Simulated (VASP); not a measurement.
# Lu (Fm-3m) in VASP: notebook, part 2 of 2

VASP 6.6.1. The steps go on from the part before.

### 4 Single point, PBEsol (25.08 Å³/atom)

This run uses another cell than the first one, of 25.08 Å³/atom.

INCAR

```
SYSTEM = Lu
PREC = Accurate
ENCUT = 520
EDIFF = 1E-6
ISMEAR = -1
SIGMA = 0.1
LREAL = .False.
LASPH = .True.
NELM = 100
ALGO = Normal
ISIF = 2
LWAVE = .False.
LCHARG = .True.
GGA = PS
LELF = .True.
LVHAR = .True.
NBANDS = 18
```

KPOINTS

```
Automatic mesh
0
Gamma
  13 13 13
  0 0 0
```

POSCAR

```
Lu
1.0
    0.0000000000      2.3232686973      2.3232686973
    2.3232686973      0.0000000000      2.3232686973
    2.3232686973      2.3232686973      0.0000000000
Lu
1
Direct
    0.0000000000      0.0000000000      0.0000000000
```

Potentials or basis: VASP PAW PBE potentials, release 64 (Lu).

Command:

```console
$ cat potpaw_PBE.64/Lu/POTCAR > POTCAR
$ mpirun -np 1 vasp_std > vasp.out
```

OUTCAR:

```text
SYSTEM = Lu
   PREC = Accurate
   ENCUT = 520
   EDIFF = 1E-6
   ISMEAR = -1
   LREAL = .False.
   LASPH = .True.
   NELM = 100
   ISIF = 2
   GGA = PS

 ion  position               nearest neighbor table
   1  0.000  0.000  0.000-

  LATTYP: Found a face centered cubic cell.
 ALAT       =     4.6465373946

  Lattice vectors:

 A1 = (   0.0000000000,   2.3232686973,   2.3232686973)
 A2 = (   2.3232686973,   0.0000000000,   2.3232686973)
 A3 = (   2.3232686973,   2.3232686973,   0.0000000000)

Analysis of symmetry for initial positions (statically):
=====================================================================
 Subroutine PRICEL returns:
 Original cell was already a primitive cell.

 Routine SETGRP: Setting up the symmetry group for a
 face centered cubic supercell.

 Subroutine GETGRP returns: Found 48 space group operations
 (whereof 48 operations were pure point group operations)
 out of a pool of 48 trial point group operations.

The static configuration has the point symmetry O_h .

Analysis of symmetry for dynamics (positions and initial velocities):
=====================================================================
 Subroutine PRICEL returns:
 Original cell was already a primitive cell.

 Routine SETGRP: Setting up the symmetry group for a
 face centered cubic supercell.

 Subroutine GETGRP returns: Found 48 space group operations
 (whereof 48 operations were pure point group operations)
 out of a pool of 48 trial point group operations.

The dynamic configuration has the point symmetry O_h .

 Subroutine INISYM returns: Found 48 space group operations
 (whereof 48 operations are pure point group operations),
 and found     1 'primitive' translations

----------------------------------------------------------------------------------------

                                     Primitive cell

  volume of cell :      25.0800

  direct lattice vectors                    reciprocal lattice vectors
     0.000000000  2.323268697  2.323268697    -0.215214022  0.215214022  0.215214022
     2.323268697  0.000000000  2.323268697     0.215214022 -0.215214022  0.215214022
     2.323268697  2.323268697  0.000000000     0.215214022  0.215214022 -0.215214022

  length of vectors
     3.285598101  3.285598101  3.285598101     0.372761620  0.372761620  0.372761620

  position of ions in fractional coordinates (direct lattice)
     0.000000000  0.000000000  0.000000000

  ion indices of the primitive-cell ions
   primitive index   ion index
                 1           1

----------------------------------------------------------------------------------------

 KPOINTS: Automatic mesh

Automatic generation of k-mesh.
 Grid dimensions read from file:
 generate k-points for:   13   13   13

 Generating k-lattice:

  Cartesian coordinates                     Fractional coordinates (reciprocal lattice)
    -0.016554925  0.016554925  0.016554925     0.076923077  0.000000000  0.000000000
     0.016554925 -0.016554925  0.016554925     0.000000000  0.076923077  0.000000000
     0.016554925  0.016554925 -0.016554925     0.000000000  0.000000000  0.076923077

  Length of vectors
     0.028673971  0.028673971  0.028673971

  Shift w.r.t. Gamma in fractional coordinates (k-lattice)
     0.000000000  0.000000000  0.000000000

 Subroutine IBZKPT returns following result:
 ===========================================

 Found     84 irreducible k-points:

 Following reciprocal coordinates:
            Coordinates               Weight
  0.000000  0.000000  0.000000      1.000000
  0.076923  0.000000  0.000000      8.000000
  0.153846  0.000000  0.000000      8.000000
  0.230769  0.000000  0.000000      8.000000
  0.307692  0.000000  0.000000      8.000000
  0.384615  0.000000  0.000000      8.000000
[... 16 lines left out ...]
  0.384615  0.153846  0.000000     24.000000
  0.461538  0.153846  0.000000     24.000000
 [... further k-points ...]
   k-points           NKPTS =     84   k-points in BZ     NKDIM =     84   number of bands    NBANDS=     18
   number of dos      NEDOS =    301   number of ions     NIONS =      1
   total plane-waves  NPLWV =  13824
   dimension x,y,z NGX =    24 NGY =   24 NGZ =   24
   dimension x,y,z NGXF=    48 NGYF=   48 NGZF=   48
   ions per type =               1
   NGX,Y,Z   is equivalent  to a cutoff of  12.14, 12.14, 12.14 a.u.
   NGXF,Y,Z  is equivalent  to a cutoff of  24.29, 24.29, 24.29 a.u.
 SYSTEM =  Lu
   PREC   = accura    normal or accurate (medium, high low for compatibility)
   ISTART =      0    job   : 0-new  1-cont  2-samecut
   ICHARG =      2    charge: 1-file 2-atom 10-const
   ISPIN  =      1    spin polarized calculation?
   LNONCOLLINEAR =      F non collinear calculations
   LSORBIT =      F    spin-orbit coupling
   LASPH  =      T    aspherical Exc in radial PAW
   ENCUT  =  520.0 eV  38.22 Ry    6.18 a.u.   6.11  6.11  6.11*2*pi/ulx,y,z
   NELM   =    100;   NELMIN=  2; NELMDL= -5     # of ELM steps
   EDIFF  = 0.1E-05   stopping-criterion for ELM
   LREAL  =      F    real-space projection
   EDIFFG = 0.1E-04   stopping-criterion for IOM
   NSW    =      0    number of steps for IOM
   IBRION =     -1    ionic relax: 0-MD 1-quasi-New 2-CG
   NFREE  =      0    steps in history (QN), initial steepest desc. (CG)
   ISIF   =      2    stress and relaxation
   ISYM   =      2    0-nonsym 1-usesym 2-fastsym
   POTIM  = 0.5000    time-step for ionic-motion
   TEBEG  =    0.0;   TEEND  =   0.0 temperature during run
   PSTRESS=    0.0 pullay stress
   NELECT =      25.0000    total number of electrons
   NUPDOWN=      -1.0000    fix difference up-down
   EMIN   =  10.00;   EMAX   =-10.00  energy-range for DOS
   EFERMI =   0.00;   METHOD = LEGACY
   ISMEAR =    -1;   SIGMA  =   0.10  broadening in eV -4-tet -1-fermi 0-gaus
   EFERMI_NEDOS =   21; number of points for ismear=-14 and -15
   IALGO  =     38    algorithm
   IMIX   =      4    mixing-type and parameters
     AMIX     =   0.40;   BMIX     =  1.00
     AMIX_MAG =   1.60;   BMIX_MAG =  1.00
  volume/ion in A,a.u.               =      25.08       169.25
  Fermi-wavevector in a.u.,A,eV,Ry     =   1.635355  3.090373 36.387233  2.674386
  Thomas-Fermi vector in A             =   2.726842
   LORBIT       =      0    0 simple, 1 ext, 2 COOP (PROOUT), +10 PAW based schemes
   GGA     = PS    functional components
   LHFCALC =     F    Hartree Fock is set to
   AEXX    =    0.0000 exact exchange contribution
   IVDW    =     0    specifies the selected vdW correction
   LEPSILON=     F    determine dielectric tensor
   LRPA    =     F    only Hartree local field effects (RPA)
 non-spin polarized calculation
  energy-cutoff  :      520.00
  volume of cell :       25.08
 maximum number of plane-waves:       688
   NGX = 13   NGY = 13   NGZ = 13

 number of electron      24.9999988 magnetization

 Free energy of the ion-electron system (eV)
  ---------------------------------------------------
  ext. energy  EPLUGINS =         0.00000000
  ---------------------------------------------------
  free energy    TOTEN  =        -4.90578189 eV

  energy without entropy =       -4.86795272  energy(sigma->0) =       -4.88686730

 E-fermi :   2.7316     XC(G=0): -11.5253

 val. band max:        2.6820453707   @ k =  -0.4615   0.3077   0.1538
 cond. band min:       2.7464688729   @ k =   0.4615   0.2308   0.0769
 fundamental gap:      0.0644235022
 Fermi energy:         2.7315865618

 k-point     1 :       0.0000    0.0000    0.0000
  band No.  band energies     occupation
      1     -53.1733      2.00000
      2     -23.4714      2.00000
      3     -23.4714      2.00000
      4     -23.4714      2.00000
      5      -3.7265      2.00000
      6      -2.0774      2.00000
[... 10 lines left out ...]
     17       7.9211      0.00000
     18      13.7054      0.00000

 k-point     2 :       0.0769    0.0000    0.0000
  band No.  band energies     occupation
      1     -53.1700      2.00000
      2     -23.5218      2.00000
      3     -23.4777      2.00000
      4     -23.4777      2.00000
      5      -3.5317      2.00000
      6      -2.0730      2.00000
[... 10 lines left out ...]
     17       7.8044      0.00000
     18      14.1510      0.00000
[... 442 lines left out ...]
 k-point    24 :       0.4615    0.1538    0.0000
  band No.  band energies     occupation
      1     -53.1128      2.00000
      2     -24.1866      2.00000
      3     -23.6700      2.00000
      4     -23.6211      2.00000
      5      -2.0367      2.00000
      6      -2.0023      2.00000
[... 10 lines left out ...]
     17      10.1444      0.00000
     18      12.4155      0.00000

 [... further k-points ...]
[... 5 lines left out ...]
  --------------------------------------------------------------------------------------
  -------------------------------------------------------------------------------------
  Total        0.7293200      0.7293200      0.7293200     -0.0000000     -0.0000000      0.0000000
  in kB       46.5908223     46.5908223     46.5908223     -0.0000000     -0.0000000      0.0000000
  external PRESSURE =      46.5908223 kB  Pullay stress =       0.0000000 kB

 VOLUME and BASIS-vectors are now :
 -----------------------------------------------------------------------------
  energy-cutoff  :      520.00
  volume of cell :       25.08
      direct lattice vectors                 reciprocal lattice vectors
     0.000000000  2.323268697  2.323268697    -0.215214022  0.215214022  0.215214022
     2.323268697  0.000000000  2.323268697     0.215214022 -0.215214022  0.215214022
     2.323268697  2.323268697  0.000000000     0.215214022  0.215214022 -0.215214022

 POSITION                                       TOTAL-FORCE (eV/Angst)
 -----------------------------------------------------------------------------------
      0.00000      0.00000      0.00000         0.000000     -0.000000      0.000000
 -----------------------------------------------------------------------------------
    total drift:                               -0.000000      0.000000      0.000000

  FREE ENERGIE OF THE ION-ELECTRON SYSTEM (eV)
  ---------------------------------------------------
  free  energy   TOTEN  =        -4.9057818919 eV

  energy  without entropy=       -4.8679527163  energy(sigma->0) =       -4.88686730
```

OSZICAR:

```text
N       E                     dE             d eps       ncg     rms          rms(c)
DAV:   1     0.775874853233E+02    0.77587E+02   -0.10171E+04  3788   0.462E+03
DAV:   2     0.626260891322E+00   -0.76961E+02   -0.75118E+02  3158   0.356E+02
DAV:   3    -0.483622991771E+01   -0.54625E+01   -0.54017E+01  3358   0.716E+01
DAV:   4    -0.502158647877E+01   -0.18536E+00   -0.18446E+00  4082   0.112E+01
DAV:   5    -0.502705683271E+01   -0.54704E-02   -0.54688E-02  3530   0.159E+00    0.338E+00
DAV:   6    -0.492139748833E+01    0.10566E+00   -0.37343E-01  5080   0.119E+01    0.134E+00
DAV:   7    -0.490746836036E+01    0.13929E-01   -0.25560E-02  4412   0.142E+00    0.388E-01
DAV:   8    -0.490561396159E+01    0.18544E-02   -0.59378E-03  4872   0.593E-01    0.972E-02
DAV:   9    -0.490578345086E+01   -0.16949E-03   -0.57274E-04  3464   0.284E-01    0.655E-02
DAV:  10    -0.490578074133E+01    0.27095E-05   -0.11148E-04  3688   0.837E-02    0.107E-02
DAV:  11    -0.490578198168E+01   -0.12404E-05   -0.40710E-06  3120   0.174E-02    0.177E-03
DAV:  12    -0.490578189187E+01    0.89813E-07   -0.13627E-07  1926   0.394E-03
   1 F= -.49057819E+01 E0= -.48868673E+01  d E =-.378292E-01
```

It took 17 s on 1 thread of Intel Xeon Platinum 8375C at 2.90GHz (Ice Lake), shared host; peak memory 0.17 GiB.

Results:

```yaml
Free_energy: -4.9058 eV
Pressure: 4.7 GPa
Band_gap_on_the_k_mesh: zero (an odd number of electrons rules out a gap without spin polarisation)
```

Caveat: the cell stands under pressure; the PAW data sets were made with another functional, which shifts forces and pressure a little; spin-orbit coupling is left out, which moves the levels of the heavy elements.

### 5 Summary

| cell | k mesh | gap on the mesh (eV) | pressure (GPa) |
| --- | --- | --- | --- |
| a = 3.378 Å, angles 60.0°, 1 atom | 11 × 11 × 11 | none | 0.2 |
| a = 3.237 Å, angles 60.0°, 1 atom | 13 × 13 × 13 | none | 7.6 |
| a = 3.286 Å, angles 60.0°, 1 atom | 13 × 13 × 13 | none | 4.7 |

Alike in all rows: task single point; level PBEsol; potentials or basis VASP PAW PBE potentials, release 64 (Lu); no spin polarisation; cutoff (eV) 520; smearing fermi-dirac 0.1 eV.

Caveats: the PAW data sets were made with another functional, which shifts forces and pressure a little; spin-orbit coupling is left out, which moves the levels of the heavy elements; the cell stands under pressure (at least some runs).

Total energies depend on the potentials used, so only differences within one code and one set of settings carry meaning.
